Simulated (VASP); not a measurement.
# MgI2 (Cm) in VASP: further runs, part 2 of 2

VASP 6.6.1.

## 3. Single point, PBE (atom 1 (Mg) moved by (-0.150, +0.000) A along y and z)

INCAR

```
SYSTEM = MgI2
ALGO     = Normal         ! electronic algorithm
EDIFF    = 1E-6           ! SCF threshold, eV
ENCUT    = 520            ! plane-wave cutoff, eV
GGA      = PE             ! functional
ISIF     = 2              ! what is computed and relaxed
ISMEAR   = 0              ! smearing method
LASPH    = .True.         ! aspherical terms in the spheres
LCHARG   = .False.        ! write CHGCAR
LREAL    = .False.        ! projectors in reciprocal space
LWAVE    = .False.        ! write WAVECAR
NBANDS   = 15             ! bands
NELM     = 100            ! most SCF steps
PREC     = Accurate       ! precision mode
SIGMA    = 0.05           ! smearing width, eV
```

KPOINTS

```
k-points
0
Gamma
  6 6 4
  0 0 0
```

POSCAR

```
MgI2
1.0
    4.1537001214      0.0000000000      0.0000000000
   -2.0768500607      3.5972098248      0.0000000000
    0.0000000000      0.0000000000      6.8620000000
Mg I
1 2
Direct
   -0.0208494927     -0.0416989854      0.0000000000
    0.3333333333      0.6666666667      0.7576300000
    0.6666666667      0.3333333333      0.2423700000
```

Potentials or basis: VASP PAW PBE potentials, release 64 (Mg, I).

Started as:

```bash
$ cat potpaw_PBE.64/Mg/POTCAR potpaw_PBE.64/I/POTCAR > POTCAR
$ mpirun -np 1 vasp_std > vasp.out
```

Wall time 93 s (1 thread of Intel Xeon 8259CL, shared host); peak memory 0.26 GiB.

Results (log left out):

```
Free energy            : -7.6670 eV
Pressure               : 1.4 GPa
Largest force          : 0.385 eV/Å
Band gap on the k mesh : 3.50 eV (least direct gap 3.68 eV)
```

Forces on the atoms (eV/Å):
```
Mg   0.000  0.385 -0.013
I    0.000 -0.150 -0.074
I    0.000 -0.235  0.087
```

Stress tensor (GPa, compression positive):
```
 1.23  0.00  0.00
 0.00  1.39 -0.22
 0.00 -0.22  1.65
```

Levels at points of the mesh, in eV from the valence-band top:
| k point | band 4 | band 5 | band 6 | band 7 | band 8 | band 9 | band 10 | band 11 | band 12 | band 13 |
| --- | --- | --- | --- | --- | --- | --- | --- | --- | --- | --- |
| (0.00, 0.00, 0.00) | -0.50 | -0.50 | -0.08 | -0.08 | 0.00 | 3.68 | 4.74 | 6.67 | 6.69 | 7.46 |
| (0.50, 0.00, 0.00) | -2.83 | -1.89 | -1.41 | -0.92 | -0.47 | 3.60 | 5.31 | 5.51 | 6.96 | 8.00 |
| (0.00, 0.50, 0.00) | -2.83 | -1.88 | -1.42 | -0.93 | -0.47 | 3.62 | 5.28 | 5.54 | 6.93 | 8.01 |
| (0.00, 0.00, 0.50) | -1.47 | -0.42 | -0.41 | -0.17 | -0.16 | 4.62 | 4.83 | 6.49 | 6.52 | 7.79 |
| (0.50, 0.00, 0.50) | -3.22 | -1.24 | -1.16 | -0.82 | -0.70 | 3.52 | 5.19 | 5.65 | 6.07 | 7.75 |
| (0.00, 0.50, 0.50) | -3.21 | -1.25 | -1.15 | -0.82 | -0.71 | 3.53 | 5.20 | 5.65 | 6.09 | 7.71 |

Caveat: the cell differs from its parent crystal (atom 1 (Mg) moved by (-0.150, +0.000) A along y and z); spin-orbit coupling is left out, which moves the levels of the heavy elements; this functional lacks dispersion, which binds layers or chains, so the pressure and a relaxed spacing across them are unreliable. A k mesh can miss the band edges.

## 4. Single point, PBE (atom 1 (Mg) moved by (-0.150, +0.300) A along y and z)

INCAR

```
SYSTEM = MgI2
PREC = Accurate ; ENCUT = 520
EDIFF = 1E-7 ; ISMEAR = 0
SIGMA = 0.05 ; LREAL = .False.
LASPH = .True. ; NELM = 60
ALGO = Normal ; ISIF = 2
LWAVE = .False. ; LCHARG = .False.
GGA = PE ; NBANDS = 15
```

KPOINTS

```
regular mesh
0
Gamma
  6 6 4
  0 0 0
```

Changes to POSCAR since step 3:

```diff
@@ -8,3 +8,3 @@
 Direct
-   -0.0208494927     -0.0416989854      0.0000000000
+   -0.0208494927     -0.0416989854      0.0437190324
     0.3333333333      0.6666666667      0.7576300000
```

Started as:

```bash
$ cat potpaw_PBE.64/Mg/POTCAR potpaw_PBE.64/I/POTCAR > POTCAR
$ mpirun -np 1 vasp_std > vasp.out
```

It took 1.7 min on 1 thread of Intel Xeon 8259CL, shared host; peak memory 0.27 GiB.

The run converged. Its results:

* Free energy: -7.4030 eV
* Pressure: 2.1 GPa
* Largest force: 1.824 eV/Å
* Band gap on the k mesh: 2.83 eV (least direct gap 2.90 eV)

Forces on the atoms (eV/Å):
```
Mg   0.000  0.609 -1.719
I    0.000 -0.022  0.645
I    0.000 -0.587  1.073
```

Stress tensor (GPa, compression positive):
```
 1.53  0.00  0.00
 0.00  3.61 -1.19
 0.00 -1.19  1.31
```

Levels at points of the mesh, in eV from the valence-band top:
```
           k point  band 4  band 5  band 6  band 7  band 8  band 9  band 10  band 11  band 12  band 13
(0.00, 0.00, 0.00)   -1.82   -1.61   -0.51   -0.11    0.00    2.90     4.30     5.67     5.91     6.96
(0.50, 0.00, 0.00)   -3.12   -2.53   -2.40   -1.34   -0.57    2.90     4.30     5.49     6.42     7.47
(0.00, 0.50, 0.00)   -3.05   -2.41   -2.40   -1.34   -0.62    2.97     4.39     5.35     6.39     7.53
(0.00, 0.00, 0.50)   -1.92   -1.79   -1.59   -0.13   -0.02    3.52     4.78     5.51     5.76     7.35
(0.50, 0.00, 0.50)   -3.51   -2.46   -1.71   -1.19   -0.69    2.88     4.19     5.21     5.89     7.20
(0.00, 0.50, 0.50)   -3.44   -2.35   -1.69   -1.19   -0.75    2.91     4.29     5.29     5.78     7.16
```

Caveat: the cell differs from its parent crystal (atom 1 (Mg) moved by (-0.150, +0.300) A along y and z); spin-orbit coupling is left out, which moves the levels of the heavy elements; this functional lacks dispersion, which binds layers or chains, so the pressure and a relaxed spacing across them are unreliable; forces of over 1 eV/Å act on the atoms, so gaps and moduli don't describe the material at rest. A k mesh can miss the band edges.

## 5. Single point, PBE (atom 1 (Mg) moved by (-0.150, -0.150) A along y and z)

INCAR

```
SYSTEM = MgI2
PREC = Accurate
ENCUT = 520
EDIFF = 1E-6
ISMEAR = 0
SIGMA = 0.05
LREAL = .False.
LASPH = .True.
NELM = 100
ALGO = Normal
ISIF = 2
LWAVE = .False.
LCHARG = .False.
GGA = PE
NBANDS = 15
```

KPOINTS is that of step 4.

Changes to POSCAR since step 4:

```diff
@@ -8,3 +8,3 @@
 Direct
-   -0.0208494927     -0.0416989854      0.0437190324
+   -0.0208494927     -0.0416989854     -0.0218595162
     0.3333333333      0.6666666667      0.7576300000
```

Started as:

```bash
$ cat potpaw_PBE.64/Mg/POTCAR potpaw_PBE.64/I/POTCAR > POTCAR
$ mpirun -np 1 vasp_std > vasp.out
```

Wall time 79 s (1 thread of Intel Xeon 8259CL, shared host); peak memory 0.26 GiB.

The run converged. Its results:

| Item | Value |
| --- | --- |
| Free energy | -7.6032 eV |
| Pressure | 1.6 GPa |
| Largest force | 0.940 eV/Å |
| Band gap on the k mesh | 3.27 eV (least direct gap 3.41 eV) |

Forces in eV/Å, atoms in the order of the input:
```
Mg   0.000  0.381  0.859
I    0.000 -0.255 -0.542
I    0.000 -0.126 -0.318
```

Stress tensor (GPa, compression positive):
```
2.00 0.00 0.00
0.00 1.26 0.25
0.00 0.25 1.56
```

Levels at points of the mesh, in eV from the valence-band top:
| k point | band 4 | band 5 | band 6 | band 7 | band 8 | band 9 | band 10 | band 11 | band 12 | band 13 |
| --- | --- | --- | --- | --- | --- | --- | --- | --- | --- | --- |
| (0.00, 0.00, 0.00) | -1.05 | -0.87 | -0.21 | -0.10 | 0.00 | 3.41 | 4.57 | 6.33 | 6.43 | 7.26 |
| (0.50, 0.00, 0.00) | -2.90 | -2.10 | -1.76 | -1.10 | -0.54 | 3.37 | 4.95 | 5.46 | 6.76 | 7.81 |
| (0.00, 0.50, 0.00) | -2.97 | -2.10 | -1.84 | -1.10 | -0.51 | 3.36 | 4.83 | 5.59 | 6.72 | 7.79 |
| (0.00, 0.00, 0.50) | -1.64 | -1.03 | -0.83 | -0.15 | -0.03 | 4.18 | 4.84 | 6.16 | 6.25 | 7.59 |
| (0.50, 0.00, 0.50) | -3.28 | -1.65 | -1.37 | -0.98 | -0.71 | 3.30 | 4.86 | 5.52 | 5.93 | 7.54 |
| (0.00, 0.50, 0.50) | -3.35 | -1.75 | -1.37 | -0.97 | -0.67 | 3.29 | 4.79 | 5.48 | 6.02 | 7.50 |

Caveat: the cell differs from its parent crystal (atom 1 (Mg) moved by (-0.150, -0.150) A along y and z); spin-orbit coupling is left out, which moves the levels of the heavy elements; this functional lacks dispersion, which binds layers or chains, so the pressure and a relaxed spacing across them are unreliable. A k mesh can miss the band edges.

## 6. Single point, PBE (atom 1 (Mg) moved by (-0.150, +0.150) A along y and z)

INCAR

```
SYSTEM = MgI2
  ALGO = Normal
  EDIFF = 1E-7
  ENCUT = 520
  GGA = PE
  ISIF = 2
  ISMEAR = 0
  LASPH = .TRUE.
  LCHARG = .FALSE.
  LREAL = .FALSE.
  LWAVE = .FALSE.
  NBANDS = 15
  NELM = 100
  PREC = Accurate
  SIGMA = 0.05
```

KPOINTS

```
k-points
0
G
  6 6 4
  0 0 0
```

Changes to POSCAR since step 5:

```diff
@@ -8,3 +8,3 @@
 Direct
-   -0.0208494927     -0.0416989854     -0.0218595162
+   -0.0208494927     -0.0416989854      0.0218595162
     0.3333333333      0.6666666667      0.7576300000
```

Potentials or basis: VASP PAW PBE potentials, release 64 (Mg, I).

Started as:

```bash
$ cat potpaw_PBE.64/Mg/POTCAR potpaw_PBE.64/I/POTCAR > POTCAR
$ mpirun -np 1 vasp_std > vasp.out
```

It took 1.8 min on 1 thread of Intel Xeon 8259CL, shared host; peak memory 0.26 GiB.

Results (log left out):

* Free energy: -7.5992 eV
* Pressure: 1.6 GPa
* Largest force: 0.999 eV/Å
* Band gap on the k mesh: 3.25 eV (least direct gap 3.40 eV)

Forces in eV/Å, atoms in the order of the input:
```
Mg   0.000  0.460 -0.887
I    0.000 -0.074  0.327
I    0.000 -0.386  0.560
```

Stress tensor (GPa, compression positive):
```
 1.09  0.00  0.00
 0.00  2.17 -0.70
 0.00 -0.70  1.57
```

Levels at points of the mesh, in eV from the valence-band top:
```
           k point  band 5  band 6  band 7  band 8  band 9  band 10  band 11  band 12
(0.00, 0.00, 0.00)   -0.88   -0.21   -0.13    0.00    3.40     4.56     6.29     6.45
(0.50, 0.00, 0.00)   -2.12   -1.81   -1.11   -0.53    3.34     4.86     5.54     6.75
(0.00, 0.50, 0.00)   -2.11   -1.75   -1.11   -0.57    3.38     4.97     5.41     6.71
(0.00, 0.00, 0.50)   -1.02   -0.85   -0.17   -0.03    4.17     4.84     6.12     6.28
(0.50, 0.00, 0.50)   -1.72   -1.38   -0.98   -0.69    3.28     4.80     5.48     5.98
(0.00, 0.50, 0.50)   -1.64   -1.37   -0.99   -0.76    3.30     4.88     5.53     5.90
```

Caveat: the cell differs from its parent crystal (atom 1 (Mg) moved by (-0.150, +0.150) A along y and z); spin-orbit coupling is left out, which moves the levels of the heavy elements; this functional lacks dispersion, which binds layers or chains, so the pressure and a relaxed spacing across them are unreliable.

## 7. Overview

| cell | gap on the mesh (eV) | pressure (GPa) | largest force (eV/Å) |
| --- | --- | --- | --- |
| as given, atomic positions A | 2.83 | 2.1 | 1.75 |
| as given, atomic positions B | 3.50 | 1.4 | 0.38 |
| as given, atomic positions C | 2.83 | 2.1 | 1.82 |
| as given, atomic positions D | 3.27 | 1.6 | 0.94 |
| as given, atomic positions E | 3.25 | 1.6 | 1.00 |

Alike in all rows: task single point; level PBE; potentials or basis VASP PAW PBE potentials, release 64 (Mg, I); no spin polarisation; k mesh 6 × 6 × 4; cutoff (eV) 520; smearing gaussian 0.05 eV.

Caveats: spin-orbit coupling is left out, which moves the levels of the heavy elements; this functional lacks dispersion, which binds layers or chains, so the pressure and a relaxed spacing across them are unreliable; forces of over 1 eV/Å act on the atoms, so gaps and moduli don't describe the material at rest (at least some runs).

Absolute energies hang on the potentials; compare differences alone.
